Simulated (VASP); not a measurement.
# Al4Cl (P1) in VASP: relaxation of cell and atoms with PBE

Aim: the relaxation of cell and atoms of Al4Cl with PBE.

All numbers are computed with VASP 6.6.1; they aren't measurements. Logs are shortened: lines on timing, memory, paths and dates and some standing lists are left out, and cuts for length are marked.

## 1. The cell of the first run

The typed cell holds 10 atoms: a = 5.044 Å, b = 5.087 Å, c = 9.774 Å, α = 82.63°, β = 89.95°, γ = 61.65°.

## 2. Relaxation of cell and atoms, PBE

INCAR reads:

```
SYSTEM = Al4Cl
ALGO     = Normal         ! electronic algorithm
EDIFF    = 1E-6           ! SCF threshold, eV
EDIFFG   = -0.04          ! ionic threshold
ENCUT    = 600            ! plane-wave cutoff, eV
GGA      = PE             ! functional
IBRION   = 2              ! ionic algorithm
ISIF     = 3              ! what is computed and relaxed
ISMEAR   = 0              ! smearing method
LASPH    = .True.         ! aspherical terms in the spheres
LCHARG   = .False.        ! write CHGCAR
LREAL    = .False.        ! projectors in reciprocal space
LWAVE    = .False.        ! write WAVECAR
NELM     = 100            ! most SCF steps
NSW      = 90             ! ionic steps
PREC     = Accurate       ! precision mode
SIGMA    = 0.1            ! smearing width, eV
```

KPOINTS reads:

```
k-points
0
Gamma
  4 4 2
  0 0 0
```

POSCAR reads:

```
Al4Cl
1.0
    5.0438718822      0.0000000000      0.0000000000
    2.4157154094      4.4770283410      0.0000000000
    0.0093584245      1.4195790087      9.6704791851
Al Cl
8 2
Direct
    0.7108499386      0.6025949052      0.9428324710
    0.7214701939      0.5816796808      0.4299178514
    0.5272702554      0.2119267047      0.8193109477
    0.4702571636      0.2236429951      0.3191619500
    0.5329425015      0.7656722425      0.6741669859
    0.4528834165      0.7988277657      0.1728330480
    0.2871941479      0.4078822927      0.5630449911
    0.2860971700      0.4044794085      0.0500038980
    0.0219545059      0.9999532815      0.7632080356
    0.9890807069      0.0033407233      0.2655198213
```

Potentials or basis: VASP PAW PBE potentials, release 64 (Al, Cl).

Run with:

```bash
> cat potpaw_PBE.64/Al/POTCAR potpaw_PBE.64/Cl/POTCAR > POTCAR
> mpirun -np 1 vasp_std > vasp.out
```

OUTCAR:

```text
SYSTEM = Al4Cl
   EDIFF = 1E-6
   EDIFFG = -0.04
   ENCUT = 600
   GGA = PE
   IBRION = 2
   ISIF = 3
   ISMEAR = 0
   LASPH = .True.
   LREAL = .False.
   NELM = 100
   NSW = 90
   PREC = Accurate

 ion  position               nearest neighbor table
   1  0.711  0.603  0.943-   6 2.66   5 2.67   8 2.74   3 2.87   8 2.91   3 2.94
   2  0.721  0.582  0.430-   5 2.68   6 2.69   7 2.82   4 2.93   4 2.97   7 2.97
   3  0.527  0.212  0.819-   9 2.30   7 2.64   8 2.64   5 2.82   1 2.87   1 2.94   5 3.00
   4  0.470  0.224  0.319-  10 2.40   7 2.68   8 2.68   6 2.77   2 2.93   2 2.97   6 3.05
   5  0.533  0.766  0.674-   9 2.48   1 2.67   2 2.68   3 2.82   7 2.94   7 2.95   3 3.00
   6  0.453  0.799  0.173-  10 2.30   1 2.66   2 2.69   4 2.77   8 2.87   8 2.90   4 3.05
   7  0.287  0.408  0.563-   3 2.64   4 2.68   2 2.82   5 2.94   5 2.95   2 2.97
   8  0.286  0.404  0.050-   3 2.64   4 2.68   1 2.74   6 2.87   6 2.90   1 2.91
   9  0.022  1.000  0.763-   3 2.30   5 2.48
  10  0.989  0.003  0.266-   6 2.30   4 2.40

  LATTYP: Found a triclinic cell.
 ALAT       =    20.5910558951
 B/A-ratio  =     0.6449802096
 C/A-ratio  =     1.0122097215
 COS(alpha) =     0.0004615228
 COS(beta)  =     0.5218853034
 COS(gamma) =     0.8523955832

  Lattice vectors:

 A1 = ( -14.9285330077, -10.3736356907,  -9.6704791851)
 A2 = ( -12.5034591738,  -4.4770283410,   0.0000000000)
 A3 = (   2.6094396238,  -7.3161863584, -19.3409583702)

Analysis of symmetry for initial positions (statically):
=====================================================================
 Subroutine PRICEL returns:
 Original cell was already a primitive cell.

 Routine SETGRP: Setting up the symmetry group for a
 triclinic supercell.

 Subroutine GETGRP returns: Found  1 space group operations
 (whereof  1 operations were pure point group operations)
 out of a pool of  2 trial point group operations.

The static configuration has the point symmetry C_1 .

Analysis of symmetry for dynamics (positions and initial velocities):
=====================================================================
 Subroutine PRICEL returns:
 Original cell was already a primitive cell.

 Routine SETGRP: Setting up the symmetry group for a
 triclinic supercell.

 Subroutine GETGRP returns: Found  1 space group operations
 (whereof  1 operations were pure point group operations)
 out of a pool of  2 trial point group operations.

The dynamic configuration has the point symmetry C_1 .

 Subroutine INISYM returns: Found  1 space group operations
 (whereof  1 operations are pure point group operations),
 and found     1 'primitive' translations

----------------------------------------------------------------------------------------

                                     Primitive cell

  volume of cell :     218.3745

  direct lattice vectors                    reciprocal lattice vectors
     5.043871882  0.000000000  0.000000000     0.198260389 -0.106977361  0.015511890
     2.415715409  4.477028341  0.000000000     0.000000000  0.223362446 -0.032788514
     0.009358425  1.419579009  9.670479185     0.000000000  0.000000000  0.103407492

  length of vectors
     5.043871882  5.087186227  9.774121946     0.225813986  0.225756215  0.103407492

  position of ions in fractional coordinates (direct lattice)
     0.710849939  0.602594905  0.942832471
     0.721470194  0.581679681  0.429917851
     0.527270255  0.211926705  0.819310948
     0.470257164  0.223642995  0.319161950
     0.532942502  0.765672243  0.674166986
     0.452883417  0.798827766  0.172833048
     0.287194148  0.407882293  0.563044991
     0.286097170  0.404479409  0.050003898
     0.021954506  0.999953281  0.763208036
     0.989080707  0.003340723  0.265519821

  ion indices of the primitive-cell ions
   primitive index   ion index
                 1           1
                 2           2
                 3           3
                 4           4
                 5           5
                 6           6
                 7           7
                 8           8
                 9           9
                10          10

----------------------------------------------------------------------------------------

 KPOINTS: k-points

Automatic generation of k-mesh.
 Grid dimensions read from file:
 generate k-points for:    4    4    2

 Generating k-lattice:

  Cartesian coordinates                     Fractional coordinates (reciprocal lattice)
     0.049565097 -0.026744340  0.003877973     0.250000000  0.000000000  0.000000000
     0.000000000  0.055840611 -0.008197128     0.000000000  0.250000000 -0.000000000
     0.000000000  0.000000000  0.051703746     0.000000000  0.000000000  0.500000000

  Length of vectors
     0.056453496  0.056439054  0.051703746

  Shift w.r.t. Gamma in fractional coordinates (k-lattice)
     0.000000000  0.000000000  0.000000000

 Subroutine IBZKPT returns following result:
 ===========================================

 Found     20 irreducible k-points:

 Following reciprocal coordinates:
            Coordinates               Weight
  0.000000  0.000000  0.000000      1.000000
  0.250000  0.000000 -0.000000      2.000000
  0.500000  0.000000 -0.000000      1.000000
  0.000000  0.250000  0.000000      2.000000
  0.250000  0.250000  0.000000      2.000000
  0.500000  0.250000 -0.000000      2.000000
[... 12 lines left out ...]
  0.250000  0.500000  0.500000      2.000000
  0.500000  0.500000  0.500000      1.000000
   k-points           NKPTS =     20   k-points in BZ     NKDIM =     20   number of bands    NBANDS=     25
   number of dos      NEDOS =    301   number of ions     NIONS =     10
   total plane-waves  NPLWV = 134400
   dimension x,y,z NGX =    40 NGY =   42 NGZ =   80
   dimension x,y,z NGXF=    80 NGYF=   84 NGZF=  160
   ions per type =               8   2
   NGX,Y,Z   is equivalent  to a cutoff of  13.18, 13.73, 13.61 a.u.
   NGXF,Y,Z  is equivalent  to a cutoff of  26.37, 27.45, 27.21 a.u.
 SYSTEM =  Al4Cl
   PREC   = accura    normal or accurate (medium, high low for compatibility)
   ISTART =      0    job   : 0-new  1-cont  2-samecut
   ICHARG =      2    charge: 1-file 2-atom 10-const
   ISPIN  =      1    spin polarized calculation?
   LNONCOLLINEAR =      F non collinear calculations
   LSORBIT =      F    spin-orbit coupling
   LASPH  =      T    aspherical Exc in radial PAW
   ENCUT  =  600.0 eV  44.10 Ry    6.64 a.u.  10.07 10.16 19.52*2*pi/ulx,y,z
   NELM   =    100;   NELMIN=  2; NELMDL= -5     # of ELM steps
   EDIFF  = 0.1E-05   stopping-criterion for ELM
   LREAL  =      F    real-space projection
   EDIFFG = -.4E-01   stopping-criterion for IOM
   NSW    =     90    number of steps for IOM
   IBRION =      2    ionic relax: 0-MD 1-quasi-New 2-CG
   NFREE  =      1    steps in history (QN), initial steepest desc. (CG)
   ISIF   =      3    stress and relaxation
   ISYM   =      2    0-nonsym 1-usesym 2-fastsym
   POTIM  = 0.5000    time-step for ionic-motion
   TEBEG  =    0.0;   TEEND  =   0.0 temperature during run
   PSTRESS=    0.0 pullay stress
   NELECT =      38.0000    total number of electrons
   NUPDOWN=      -1.0000    fix difference up-down
   EMIN   =  10.00;   EMAX   =-10.00  energy-range for DOS
   EFERMI =   0.00;   METHOD = LEGACY
   ISMEAR =     0;   SIGMA  =   0.10  broadening in eV -4-tet -1-fermi 0-gaus
   EFERMI_NEDOS =   21; number of points for ismear=-14 and -15
   IALGO  =     38    algorithm
   IMIX   =      4    mixing-type and parameters
     AMIX     =   0.40;   BMIX     =  1.00
     AMIX_MAG =   1.60;   BMIX_MAG =  1.00
  volume/ion in A,a.u.               =      21.84       147.37
  Fermi-wavevector in a.u.,A,eV,Ry     =   0.913977  1.727167 11.365688  0.835354
  Thomas-Fermi vector in A             =   2.038551
   LORBIT       =      0    0 simple, 1 ext, 2 COOP (PROOUT), +10 PAW based schemes
   GGA     = PE    functional components
   LHFCALC =     F    Hartree Fock is set to
   AEXX    =    0.0000 exact exchange contribution
   IVDW    =     0    specifies the selected vdW correction
   LEPSILON=     F    determine dielectric tensor
   LRPA    =     F    only Hartree local field effects (RPA)
 conjugate gradient relaxation of ions
 non-spin polarized calculation
 Gauss-broadening in eV      SIGMA  =   0.10
  energy-cutoff  :      600.00
  volume of cell :      218.37
 maximum number of plane-waves:      7317
   NGX = 21   NGY = 21   NGZ = 39

--------------------------------------- Ionic step        1  -------------------------------------------

 number of electron      38.0000000 magnetization

 Free energy of the ion-electron system (eV)
  ---------------------------------------------------
  ext. energy  EPLUGINS =         0.00000000
  ---------------------------------------------------
  free energy    TOTEN  =       -33.23284633 eV

  energy without entropy =      -33.21947259  energy(sigma->0) =      -33.22615946

------------------------ aborting loop because EDIFF is reached ----------------------------------------

  FORCE on cell =-STRESS in cart. coord.  units (eV):
  Direction    XX          YY          ZZ          XY          YZ          ZX
  --------------------------------------------------------------------------------------
  -------------------------------------------------------------------------------------
  Total        1.4286256      0.1919570     -1.0817037     -2.0733066     -0.2323621     -1.1845061
  in kB       10.4815890      1.4083568     -7.9362804    -15.2115066     -1.7048018     -8.6905245
  external PRESSURE =       1.3178884 kB  Pullay stress =       0.0000000 kB
[... 113 lines left out ...]
  FREE ENERGIE OF THE ION-ELECTRON SYSTEM (eV)
  ---------------------------------------------------
  free  energy   TOTEN  =       -33.3482179147 eV

  energy  without entropy=      -33.3330264473  energy(sigma->0) =      -33.34062218

[... ionic steps 4 to 22 ...]

--------------------------------------- Ionic step       23  -------------------------------------------

 number of electron      37.9999998 magnetization

------------------------ aborting loop because EDIFF is reached ----------------------------------------

  FORCE on cell =-STRESS in cart. coord.  units (eV):
  Direction    XX          YY          ZZ          XY          YZ          ZX
  --------------------------------------------------------------------------------------
  -------------------------------------------------------------------------------------
  Total       -0.0952457     -0.1187680      0.1675150      0.0636674     -0.0261643     -0.0199036
  in kB       -0.6879157     -0.8578060      1.2098830      0.4598403     -0.1889726     -0.1437548
  external PRESSURE =      -0.1119462 kB  Pullay stress =       0.0000000 kB
[... 73 lines left out ...]
  energy  without entropy=      -33.6909815505  energy(sigma->0) =      -33.70095247

--------------------------------------- Ionic step       25  -------------------------------------------

 number of electron      37.9999998 magnetization

 Free energy of the ion-electron system (eV)
  ---------------------------------------------------
  ext. energy  EPLUGINS =         0.00000000
  ---------------------------------------------------
  free energy    TOTEN  =       -33.71232884 eV

  energy without entropy =      -33.69165984  energy(sigma->0) =      -33.70199434

 E-fermi :   4.9082     XC(G=0):  -8.9413

 val. band max:        4.8961577221   @ k =   0.5000   0.5000   0.5000
 cond. band min:       4.9572663060   @ k =   0.2500   0.0000   0.5000
 fundamental gap:      0.0611085839
 Fermi energy:         4.9082261396

 k-point     1 :       0.0000    0.0000    0.0000
  band No.  band energies     occupation
      1     -11.7332      2.00000
      2     -11.7043      2.00000
      3      -3.3717      2.00000
      4      -2.7578      2.00000
      5      -1.9095      2.00000
      6      -1.8345      2.00000
[... 586 lines left out ...]
  FREE ENERGIE OF THE ION-ELECTRON SYSTEM (eV)
  ---------------------------------------------------
  free  energy   TOTEN  =       -33.7123288386 eV

  energy  without entropy=      -33.6916598377  energy(sigma->0) =      -33.70199434

 reached required accuracy - stopping structural energy minimisation
```

It took 16 min on 1 thread of Intel Xeon 6975P-C (Granite Rapids), shared host; peak memory 0.44 GiB.

What came out:

```yaml
Free_energy: -33.7123 eV
Relaxed_volume: 22.17 Å³/atom
Relaxed_cell: a = 5.354 Å, b = 4.839 Å, c = 9.733 Å, α = 89.72°, β = 99.49°, γ = 63.49°
Space_group_after_relaxing_to_0.05_Å: P1 (No. 1)
Energy_gained_by_relaxing: 47.9 meV/atom
Ionic_steps: 25
Pressure_after_relaxing: 0.0 GPa
Largest_force_after_relaxing: 0.026 eV/Å
Band_gap_on_the_k_mesh: zero (band 19 reaches 5.66 eV, above the bottom of band 20 at 4.36 eV)
```

Forces on the atoms (eV/Å):
```
Al   0.009  0.009  0.007
Al  -0.005  0.014 -0.008
Al  -0.016 -0.001  0.007
Al   0.000  0.007  0.004
Al   0.019 -0.013  0.007
Al   0.021  0.004  0.004
Al   0.005 -0.009 -0.003
Al  -0.009 -0.004  0.002
Cl  -0.003  0.004 -0.009
Cl  -0.020 -0.012 -0.011
```

The path:
```tsv
step	energy change (eV)	largest force (eV/Å)	pressure (GPa)	volume (Å³)
1	0.0000	0.3299	0.13	218.37
2	-0.0698	0.2938	-0.13	218.91
3	-0.1154	0.2946	-0.38	219.55
4	-0.1172	0.3169	-0.40	219.67
5	-0.1580	0.3133	0.05	217.64
6	-0.1755	0.3435	0.67	215.22
7	-0.2092	0.3328	0.44	216.41
8	-0.2560	0.3442	-0.15	219.57
9	-0.3007	0.2337	-0.18	220.09
10	-0.3234	0.1883	-0.23	220.67
11	-0.3571	0.1982	0.16	219.39
12	-0.3608	0.2476	0.34	218.83
13	-0.3883	0.1896	0.07	220.34
14	-0.4008	0.2362	-0.18	222.06
15	-0.4267	0.2072	-0.04	221.51
16	-0.4294	0.2391	0.04	221.25
17	-0.4493	0.1501	0.05	221.11
18	-0.4562	0.1750	0.07	220.95
19	-0.4640	0.1439	-0.02	221.44
20	-0.4672	0.1219	-0.12	222.02
21	-0.4729	0.0699	0.07	221.39
22	-0.4732	0.0839	0.12	221.22
23	-0.4773	0.0417	-0.01	221.83
24	-0.4781	0.0466	-0.08	222.20
25	-0.4795	0.0256	0.02	221.65
```

Final structure:
```cif
data_structure
_symmetry_space_group_name_H-M 'P 1'
_symmetry_Int_Tables_number 1
_cell_length_a 5.3538
_cell_length_b 4.8388
_cell_length_c 9.7325
_cell_angle_alpha 89.716
_cell_angle_beta 99.486
_cell_angle_gamma 63.489
_cell_volume 221.65
loop_
_atom_site_label
_atom_site_type_symbol
_atom_site_fract_x
_atom_site_fract_y
_atom_site_fract_z
_atom_site_occupancy
Al1 Al 0.70702 0.64964 0.95756 1
Al2 Al 0.70802 0.63606 0.45786 1
Al3 Al 0.54160 0.23410 0.81247 1
Al4 Al 0.54141 0.21960 0.31270 1
Al5 Al 0.45320 0.78005 0.68251 1
Al6 Al 0.45365 0.76521 0.18283 1
Al7 Al 0.29188 0.36269 0.53856 1
Al8 Al 0.29248 0.34902 0.03836 1
Cl1 Cl 0.00484 0.00153 0.75808 1
Cl2 Cl 0.00590 0.00211 0.25906 1
```
